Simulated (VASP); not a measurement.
Here is a VASP 6.6.1 calculation.

Contents of INCAR:

```
PREC = Accurate
ENCUT = 520
EDIFF = 1E-6
ISMEAR = -1
SIGMA = 0.06122561905347299
LREAL = False
LASPH = True
NELM = 100
ALGO = Normal
ISIF = 2
LWAVE = False
LCHARG = True
GGA = PE
LELF = True
LVHAR = True
NBANDS = 12
```

KPOINTS

```
regular mesh
0
Gamma
  15 15 15
```

The input POSCAR:

```
Cu
1.0
    2.4070165040      0.0000000000      0.0000000000
    0.0000000000      2.4070165040      0.0000000000
    0.0000000000      0.0000000000      2.4070165040
Cu
1
Direct
    0.0000000000      0.0000000000      0.0000000000
```

Potentials or basis: VASP PAW PBE potentials, release 64 (Cu).

The run is started by

```sh
$ cat potpaw_PBE.64/Cu/POTCAR > POTCAR
$ mpirun -np 1 vasp_std > vasp.out
```

Problem. Estimate the pressure.

Solution. 0.5 GPa.
